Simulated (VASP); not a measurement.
# AlN (P6_3mc) in VASP: single point with r2SCAN

Aim: the single point of AlN with r2SCAN.

Program: VASP 6.6.1. These are calculated values, not measurements. Logs are shortened: lines on timing, memory, paths and dates and some standing lists are left out, and cuts for length are marked.

## Step 1: The cell of the first run

Symmetry: P6_3mc, No. 186, hexagonal system. The conventional cell has a = 3.107 Å, b = 3.107 Å, c = 4.979 Å, α = 90.00°, β = 90.00°, γ = 120.00°. Al (site symmetry 3m) has 4 N at 1.89 to 1.90 Å within 2.5 Å. Within 2.5 Å of N (site symmetry 3m) lie 4 Al at 1.89 to 1.90 Å.

## Step 2: Single point, r2SCAN

Contents of POSCAR:

```
AlN
1.0
    3.1067571955      0.0000384914     -0.0000082419
   -1.5533449785      2.6905244174      0.0000030778
   -0.0000139219     -0.0000019350      4.9785812730
Al N
2 2
Direct
    0.3333409880      0.6666679725      0.0016961150
    0.6666609358      0.3333331027      0.5016961749
    0.3333192473      0.6666689313      0.3833051372
    0.6666788289      0.3333299935      0.8833025728
```

Contents of INCAR.step1:

```
PREC     = Accurate       # precision mode
ENCUT    = 520            # plane-wave cutoff, eV
ISMEAR   = 0              # smearing method
SIGMA    = 0.05           # smearing width, eV
LREAL    = F              # projectors in reciprocal space
LASPH    = T              # aspherical terms in the spheres
NELM     = 100            # most SCF steps
NBANDS   = 16             # bands
GGA      = PE             # functional
ALGO     = Normal         # electronic algorithm
EDIFF    = 1E-4           # SCF threshold, eV
LWAVE    = T              # write WAVECAR
LCHARG   = F              # write CHGCAR
```

Contents of INCAR.step2:

```
PREC     = Accurate       # precision mode
ENCUT    = 520            # plane-wave cutoff, eV
EDIFF    = 1E-7           # SCF threshold, eV
ISMEAR   = 0              # smearing method
SIGMA    = 0.05           # smearing width, eV
LREAL    = F              # projectors in reciprocal space
LASPH    = T              # aspherical terms in the spheres
NELM     = 100            # most SCF steps
ALGO     = Normal         # electronic algorithm
ISIF     = 2              # what is computed and relaxed
LWAVE    = F              # write WAVECAR
LCHARG   = F              # write CHGCAR
METAGGA  = R2SCAN         # meta-GGA
LMIXTAU  = T            
NBANDS   = 16             # bands
ISTART   = 1
```

Contents of KPOINTS:

```
Automatic mesh
0
Gamma
  12 12 4
```

Potentials or basis: VASP PAW PBE potentials, release 64 (Al, N).

Launch:

```sh
$ cat potpaw_PBE.64/Al/POTCAR potpaw_PBE.64/N/POTCAR > POTCAR
$ cp INCAR.step1 INCAR
$ mpirun -np 1 vasp_std > vasp.out
$ cp INCAR.step2 INCAR
$ mpirun -np 1 vasp_std > vasp.out
```

OUTCAR:

```text
PREC = Accurate
   ENCUT = 520
   EDIFF = 1E-7
   ISMEAR = 0
   LREAL = F
   LASPH = T
   NELM = 100
   ISIF = 2
   METAGGA = R2SCAN
   ISTART = 1

 ion  position               nearest neighbor table
   1  0.333  0.667  0.002-   4 1.89   4 1.89   4 1.89   3 1.90   2 3.07   2 3.07   2 3.07   2 3.07
                             2 3.07   2 3.07
   2  0.667  0.333  0.502-   3 1.89   3 1.89   3 1.89   4 1.90   1 3.07   1 3.07   1 3.07   1 3.07
                             1 3.07   1 3.07
   3  0.333  0.667  0.383-   2 1.89   2 1.89   2 1.89   1 1.90
   4  0.667  0.333  0.883-   1 1.89   1 1.89   1 1.89   2 1.90

  LATTYP: Found a base centered orthorhombic cell.
 ALAT       =     3.1068019380
 B/A-ratio  =     1.7320092936
 C/A-ratio  =     1.6024778445

  Lattice vectors:

 A1 = (   3.1067571955,   0.0000384914,  -0.0000082419)
 A2 = (  -1.5533449785,   2.6905244174,   0.0000030778)
 A3 = (  -0.0000139219,  -0.0000019350,   4.9785812730)

Analysis of symmetry for initial positions (statically):
=====================================================================
 Subroutine PRICEL returns:
 Original cell was already a primitive cell.

 Routine SETGRP: Setting up the symmetry group for a
 base centered orthorhombic supercell.

 Subroutine GETGRP returns: Found  2 space group operations
 (whereof  1 operations were pure point group operations)
 out of a pool of  8 trial point group operations.

The static configuration has the point symmetry C_1 .
 The point group associated with its full space group is C_2 .

Analysis of symmetry for dynamics (positions and initial velocities):
=====================================================================
 Subroutine PRICEL returns:
 Original cell was already a primitive cell.

 Routine SETGRP: Setting up the symmetry group for a
 base centered orthorhombic supercell.

 Subroutine GETGRP returns: Found  2 space group operations
 (whereof  1 operations were pure point group operations)
 out of a pool of  8 trial point group operations.

The dynamic configuration has the point symmetry C_1 .
 The point group associated with its full space group is C_2 .

 Subroutine INISYM returns: Found  2 space group operations
 (whereof  1 operations are pure point group operations),
 and found     1 'primitive' translations

----------------------------------------------------------------------------------------

[... 96 lines left out ...]
   EDIFF  = 0.1E-06   stopping-criterion for ELM
   LREAL  =      F    real-space projection
   EDIFFG = 0.1E-05   stopping-criterion for IOM
   NSW    =      0    number of steps for IOM
   IBRION =     -1    ionic relax: 0-MD 1-quasi-New 2-CG
   NFREE  =      0    steps in history (QN), initial steepest desc. (CG)
   ISIF   =      2    stress and relaxation
   ISYM   =      2    0-nonsym 1-usesym 2-fastsym
   POTIM  = 0.5000    time-step for ionic-motion
   TEBEG  =    0.0;   TEEND  =   0.0 temperature during run
   PSTRESS=    0.0 pullay stress
   NELECT =      16.0000    total number of electrons
   NUPDOWN=      -1.0000    fix difference up-down
   EMIN   =  10.00;   EMAX   =-10.00  energy-range for DOS
   EFERMI =   0.00;   METHOD = LEGACY
   ISMEAR =     0;   SIGMA  =   0.05  broadening in eV -4-tet -1-fermi 0-gaus
   EFERMI_NEDOS =   21; number of points for ismear=-14 and -15
   IALGO  =     38    algorithm
   IMIX   =      4    mixing-type and parameters
     AMIX     =   0.40;   BMIX     =  1.00
     AMIX_MAG =   1.60;   BMIX_MAG =  1.00
  volume/ion in A,a.u.               =      10.40        70.21
  Fermi-wavevector in a.u.,A,eV,Ry     =   1.190412  2.249552 19.280543  1.417080
  Thomas-Fermi vector in A             =   2.326497
   LORBIT       =      0    0 simple, 1 ext, 2 COOP (PROOUT), +10 PAW based schemes
   METAGGA = R2SCAN    functional components
   LHFCALC =     F    Hartree Fock is set to
   AEXX    =    0.0000 exact exchange contribution
   IVDW    =     0    specifies the selected vdW correction
   LEPSILON=     F    determine dielectric tensor
   LRPA    =     F    only Hartree local field effects (RPA)
 non-spin polarized calculation
 Gauss-broadening in eV      SIGMA  =   0.05
  energy-cutoff  :      520.00
  volume of cell :       41.62
 maximum number of plane-waves:      1152
   NGX = 11   NGY = 11   NGZ = 19

 number of electron      15.9999997 magnetization

 Free energy of the ion-electron system (eV)
  ---------------------------------------------------
  ext. energy  EPLUGINS =         0.00000000
  ---------------------------------------------------
  free energy    TOTEN  =       -38.45630618 eV

  energy without entropy =      -38.45630618  energy(sigma->0) =      -38.45630618

 E-fermi :   6.1409     XC(G=0): -11.4164

 val. band max:        5.9177777415   @ k =   0.0000   0.0000   0.0000
 cond. band min:      10.8372419547   @ k =   0.0000   0.0000   0.0000
 fundamental gap:      4.9194642132
 Fermi energy:         6.1409133036

 k-point     1 :       0.0000    0.0000    0.0000
  band No.  band energies     occupation
      1     -10.0625      2.00000
      2      -7.9409      2.00000
      3      -0.1513      2.00000
      4       5.0329      2.00000
      5       5.0332      2.00000
      6       5.6938      2.00000
[... 433 lines left out ...]
      3       0.5335      2.00000
      4       1.8026      2.00000
      5       2.4803      2.00000
      6       3.5332      2.00000
[... 8 lines left out ...]
     15      19.7345      0.00000
     16      22.2799      0.00000

 [... further k-points ...]

------------------------ aborting loop because EDIFF is reached ----------------------------------------

  FORCE on cell =-STRESS in cart. coord.  units (eV):
  Direction    XX          YY          ZZ          XY          YZ          ZX
  --------------------------------------------------------------------------------------
  -------------------------------------------------------------------------------------
  Total       -0.1050818     -0.1051571     -0.1035754     -0.0006012      0.0000001      0.0000006
  in kB       -4.0456222     -4.0485205     -3.9876251     -0.0231471      0.0000032      0.0000219
  external PRESSURE =      -4.0272560 kB  Pullay stress =       0.0000000 kB

 VOLUME and BASIS-vectors are now :
 -----------------------------------------------------------------------------
  energy-cutoff  :      520.00
  volume of cell :       41.62
      direct lattice vectors                 reciprocal lattice vectors
     3.106757196  0.000038491 -0.000008242     0.321876730  0.185832026  0.000000972
    -1.553344978  2.690524417  0.000003078    -0.000004605  0.371672095  0.000000144
    -0.000013922 -0.000001935  4.978581273     0.000000533  0.000000078  0.200860435

 POSITION                                       TOTAL-FORCE (eV/Angst)
 -----------------------------------------------------------------------------------
      0.00004      1.79370      0.00844         0.000000     -0.000084      0.000042
      1.55337      0.89687      2.49773        -0.000000      0.000084      0.000042
     -0.00003      1.79370      1.90832         0.000269     -0.000100     -0.000042
      1.55342      0.89686      4.39759        -0.000269      0.000100     -0.000042
 -----------------------------------------------------------------------------------
    total drift:                                0.005800      0.004227     -0.000588

  FREE ENERGIE OF THE ION-ELECTRON SYSTEM (eV)
  ---------------------------------------------------
  free  energy   TOTEN  =       -38.4563061809 eV

  energy  without entropy=      -38.4563061809  energy(sigma->0) =      -38.45630618
```

Wall time 7.6 min (1 thread of AMD EPYC 7R13 (Zen 3), shared host); peak memory 0.22 GiB.

Results:

```yaml
Free_energy: -38.4563 eV
Pressure: -0.4 GPa
Band_gap_on_the_k_mesh: 4.92 eV
```

Caveat: the PAW data sets were made with another functional, which shifts forces and pressure a little. A k mesh can miss the band edges.
